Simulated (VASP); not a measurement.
# ZnO in VASP: further runs

ZnO is run at these levels: PBE; tasks: single point.

All numbers are computed with VASP 6.6.1; they aren't measurements. Logs are shortened: lines on timing, memory, paths and dates and some standing lists are left out, and cuts for length are marked.

## 1. The cell of the first run

Symmetry: I4/mmm, No. 139, tetragonal system. Conventional cell: a = 3.049 Å, b = 3.049 Å, c = 4.216 Å, α = 90.00°, β = 90.00°, γ = 90.00°. Zn (site symmetry 4/mmm) has 6 O at 2.11 to 2.16 Å within 2.8 Å. O (site symmetry 4/mmm) has 6 Zn at 2.11 to 2.16 Å within 2.8 Å.

## 2. Single point, PBE (z stretched by -1.5 % at fixed volume)

File INCAR:

```
SYSTEM = ZnO
  PREC = Accurate
  ENCUT = 520
  EDIFF = 1E-6
  ISMEAR = -1
  SIGMA = 0.01
  LREAL = .FALSE.
  LASPH = .TRUE.
  NELM = 80
  ALGO = Normal
  ISIF = 2
  LWAVE = .FALSE.
  LCHARG = .FALSE.
  GGA = PE
  NBANDS = 16
```

File KPOINTS:

```
Automatic mesh
0
G
  11 11 11
  0 0 0
```

File POSCAR:

```
ZnO
1.0
    0.0000000000      2.1562328495      2.1079000000
    2.1562328495      0.0000000000      2.1079000000
    2.1562328495      2.1562328495      0.0000000000
Zn O
1 1
Direct
    0.0000000000      0.0000000000      0.0000000000
    0.5000000000      0.5000000000      0.5000000000
```

Potentials or basis: VASP PAW PBE potentials, release 64 (Zn, O).

Started as:

```bash
> cat potpaw_PBE.64/Zn/POTCAR potpaw_PBE.64/O/POTCAR > POTCAR
> mpirun -np 1 vasp_std > vasp.out
```

OUTCAR:

```text
SYSTEM = ZnO
   PREC = Accurate
   ENCUT = 520
   EDIFF = 1E-6
   ISMEAR = -1
   LREAL = .FALSE.
   LASPH = .TRUE.
   NELM = 80
   ISIF = 2
   GGA = PE

 ion  position               nearest neighbor table
   1  0.000  0.000  0.000-   2 2.11   2 2.11   2 2.16   2 2.16   2 2.16   2 2.16
   2  0.500  0.500  0.500-   1 2.11   1 2.11   1 2.16   1 2.16   1 2.16   1 2.16

  LATTYP: Found a body centered tetragonal cell.
 ALAT       =     3.0493737394
 C/A-ratio  =     1.3825133815

  Lattice vectors:

 A1 = (   0.0000000000,  -2.1562328495,  -2.1079000000)
 A2 = (   0.0000000000,   2.1562328495,  -2.1079000000)
 A3 = (   2.1562328495,   0.0000000000,   2.1079000000)

Analysis of symmetry for initial positions (statically):
=====================================================================
 Subroutine PRICEL returns:
 Original cell was already a primitive cell.

 Routine SETGRP: Setting up the symmetry group for a
 body centered tetragonal supercell.

 Subroutine GETGRP returns: Found 16 space group operations
 (whereof 16 operations were pure point group operations)
 out of a pool of 16 trial point group operations.

The static configuration has the point symmetry D_4h.

Analysis of symmetry for dynamics (positions and initial velocities):
=====================================================================
 Subroutine PRICEL returns:
 Original cell was already a primitive cell.

 Routine SETGRP: Setting up the symmetry group for a
 body centered tetragonal supercell.

 Subroutine GETGRP returns: Found 16 space group operations
 (whereof 16 operations were pure point group operations)
 out of a pool of 16 trial point group operations.

The dynamic configuration has the point symmetry D_4h.

 Subroutine INISYM returns: Found 16 space group operations
 (whereof 16 operations are pure point group operations),
 and found     1 'primitive' translations

----------------------------------------------------------------------------------------

                                     Primitive cell

  volume of cell :      19.6007

  direct lattice vectors                    reciprocal lattice vectors
     0.000000000  2.156232849  2.107900000    -0.231885902  0.231885902  0.237202903
     2.156232849  0.000000000  2.107900000     0.231885902 -0.231885902  0.237202903
     2.156232849  2.156232849  0.000000000     0.231885902  0.231885902 -0.237202903

  length of vectors
     3.015390938  3.015390938  3.049373739     0.404731220  0.404731220  0.404731220
[... 67 lines left out ...]
   dimension x,y,z NGXF=    48 NGYF=   48 NGZF=   48
   ions per type =               1   1
   NGX,Y,Z   is equivalent  to a cutoff of  13.23, 13.23, 13.08 a.u.
   NGXF,Y,Z  is equivalent  to a cutoff of  26.46, 26.46, 26.17 a.u.
 SYSTEM =  ZnO
   PREC   = accura    normal or accurate (medium, high low for compatibility)
   ISTART =      0    job   : 0-new  1-cont  2-samecut
   ICHARG =      2    charge: 1-file 2-atom 10-const
   ISPIN  =      1    spin polarized calculation?
   LNONCOLLINEAR =      F non collinear calculations
   LSORBIT =      F    spin-orbit coupling
   LASPH  =      T    aspherical Exc in radial PAW
   ENCUT  =  520.0 eV  38.22 Ry    6.18 a.u.   5.61  5.61  5.67*2*pi/ulx,y,z
   NELM   =     80;   NELMIN=  2; NELMDL= -5     # of ELM steps
   EDIFF  = 0.1E-05   stopping-criterion for ELM
   LREAL  =      F    real-space projection
[... 7 lines left out ...]
   TEBEG  =    0.0;   TEEND  =   0.0 temperature during run
   PSTRESS=    0.0 pullay stress
   NELECT =      18.0000    total number of electrons
   NUPDOWN=      -1.0000    fix difference up-down
   EMIN   =  10.00;   EMAX   =-10.00  energy-range for DOS
   EFERMI =   0.00;   METHOD = LEGACY
   ISMEAR =    -1;   SIGMA  =   0.01  broadening in eV -4-tet -1-fermi 0-gaus
   EFERMI_NEDOS =   21; number of points for ismear=-14 and -15
   IALGO  =     38    algorithm
   IMIX   =      4    mixing-type and parameters
     AMIX     =   0.40;   BMIX     =  1.00
     AMIX_MAG =   1.60;   BMIX_MAG =  1.00
  volume/ion in A,a.u.               =       9.80        66.14
  Fermi-wavevector in a.u.,A,eV,Ry     =   1.591263  3.007051 34.451545  2.532117
  Thomas-Fermi vector in A             =   2.689830
   LORBIT       =      0    0 simple, 1 ext, 2 COOP (PROOUT), +10 PAW based schemes
   GGA     = PE    functional components
   LHFCALC =     F    Hartree Fock is set to
   AEXX    =    0.0000 exact exchange contribution
   IVDW    =     0    specifies the selected vdW correction
   LEPSILON=     F    determine dielectric tensor
   LRPA    =     F    only Hartree local field effects (RPA)
 non-spin polarized calculation
  energy-cutoff  :      520.00
  volume of cell :       19.60
 maximum number of plane-waves:       539
   NGX = 11   NGY = 11   NGZ = 11

 number of electron      18.0000004 magnetization

 Free energy of the ion-electron system (eV)
  ---------------------------------------------------
  ext. energy  EPLUGINS =         0.00000000
  ---------------------------------------------------
  free energy    TOTEN  =        -8.61103042 eV

  energy without entropy =       -8.61103042  energy(sigma->0) =       -8.61103042

 E-fermi :   3.1100     XC(G=0): -12.2933

 val. band max:        2.7742426299   @ k =   0.4545   0.0000   0.0000
 cond. band min:       3.6164423083   @ k =   0.0000   0.0000   0.0000
 fundamental gap:      0.8421996785
 Fermi energy:         3.1100397873

 k-point     1 :       0.0000    0.0000    0.0000
  band No.  band energies     occupation
      1     -15.8642      2.00000
      2      -2.1346      2.00000
      3      -2.1346      2.00000
      4      -2.1027      2.00000
      5      -1.9318      2.00000
      6      -1.8880      2.00000
[... 433 lines left out ...]
      3      -2.7439      2.00000
      4      -2.5093      2.00000
      5      -1.9534      2.00000
      6      -1.7256      2.00000
[... 8 lines left out ...]
     15      24.4179      0.00000
     16      25.5042      0.00000

 [... further k-points ...]
[... 5 lines left out ...]
  --------------------------------------------------------------------------------------
  -------------------------------------------------------------------------------------
  Total        0.8058664      0.8058664      1.1439316      0.0000000     -0.0000000      0.0000000
  in kB       65.8722261     65.8722261     93.5059691      0.0000000     -0.0000000      0.0000000
  external PRESSURE =      75.0834738 kB  Pullay stress =       0.0000000 kB

 VOLUME and BASIS-vectors are now :
 -----------------------------------------------------------------------------
  energy-cutoff  :      520.00
  volume of cell :       19.60
      direct lattice vectors                 reciprocal lattice vectors
     0.000000000  2.156232849  2.107900000    -0.231885902  0.231885902  0.237202903
     2.156232849  0.000000000  2.107900000     0.231885902 -0.231885902  0.237202903
     2.156232849  2.156232849  0.000000000     0.231885902  0.231885902 -0.237202903

 POSITION                                       TOTAL-FORCE (eV/Angst)
 -----------------------------------------------------------------------------------
      0.00000      0.00000      0.00000         0.000000     -0.000000      0.000000
      2.15623      2.15623      2.10790        -0.000000      0.000000     -0.000000
 -----------------------------------------------------------------------------------
    total drift:                                0.000000     -0.000000     -0.000000

  FREE ENERGIE OF THE ION-ELECTRON SYSTEM (eV)
  ---------------------------------------------------
  free  energy   TOTEN  =        -8.6110304192 eV

  energy  without entropy=       -8.6110304192  energy(sigma->0) =       -8.61103042
```

stdout:

```text
POSCAR found type information on POSCAR ZnO
 POSCAR found :  2 types and       2 ions
 scaLAPACK will be used
 LDA part: xc-table for (Slater+PW92), standard interpolation
 POSCAR, INCAR and KPOINTS ok, starting setup
 FFT: planning ... GRIDC
 FFT: planning ... GRID_SOFT
 FFT: planning ... GRID
 WAVECAR not read
 entering main loop
```

It took 34 s on 1 thread of Intel Xeon Platinum 8375C at 2.90GHz (Ice Lake), shared host; peak memory 0.16 GiB.

Results:

```yaml
Free_energy: -8.6110 eV
Pressure: 7.5 GPa
Band_gap_on_the_k_mesh: 0.84 eV, indirect (least direct gap 2.21 eV)
```

Stress tensor (GPa, compression positive):
```
6.59 0.00 0.00
0.00 6.59 0.00
0.00 0.00 9.35
```

 A k mesh can miss the band edges.

## 3. Single point, PBE (equal xy, yz and zx shear strains of -4 %)

File INCAR:

```
SYSTEM = ZnO
  ALGO = Normal
  EDIFF = 1E-6
  ENCUT = 600
  GGA = PE
  GGA_COMPAT = .False.
  ISIF = 2
  ISMEAR = -1
  LASPH = .True.
  LCHARG = .False.
  LREAL = .False.
  LWAVE = .False.
  NBANDS = 16
  NELM = 120
  PREC = Accurate
  SIGMA = 0.01
```

File KPOINTS:

```
k-points
0
Gamma
  11 11 11
  0 0 0
```

File POSCAR:

```
ZnO
1.0
   -0.0856000000      2.0972000000      2.0972000000
    2.0972000000     -0.0856000000      2.0972000000
    2.0972000000      2.0972000000     -0.0856000000
Zn O
1 1
Direct
    0.0000000000      0.0000000000      0.0000000000
    0.5000000000      0.5000000000      0.5000000000
```

Potentials or basis: VASP PAW PBE potentials, release 64 (Zn, O).

Started as:

```bash
> cat potpaw_PBE.64/Zn/POTCAR potpaw_PBE.64/O/POTCAR > POTCAR
> mpirun -np 1 vasp_std > vasp.out
```

It took 20 s on 1 thread of Intel Xeon Platinum 8375C at 2.90GHz (Ice Lake), shared host; peak memory 0.17 GiB.

The run converged. Its results:

```yaml
Free_energy: -8.5910 eV
Pressure: 7.2 GPa
Band_gap_on_the_k_mesh: 0.84 eV, indirect (least direct gap 1.92 eV)
```

Stress tensor (GPa, compression positive):
```
7.19 3.09 3.09
3.09 7.19 3.09
3.09 3.09 7.19
```

Levels at points of the mesh, in eV from the valence-band top:
```tsv
k point	band 5	band 6	band 7	band 8	band 9	band 10	band 11	band 12	band 13	band 14
(0.00, 0.00, 0.00)	-4.66	-4.66	-1.51	-1.51	-1.08	0.84	17.42	17.42	17.96	19.18
```

Caveat: the cell differs from its parent crystal (equal xy, yz and zx shear strains of -4 %).
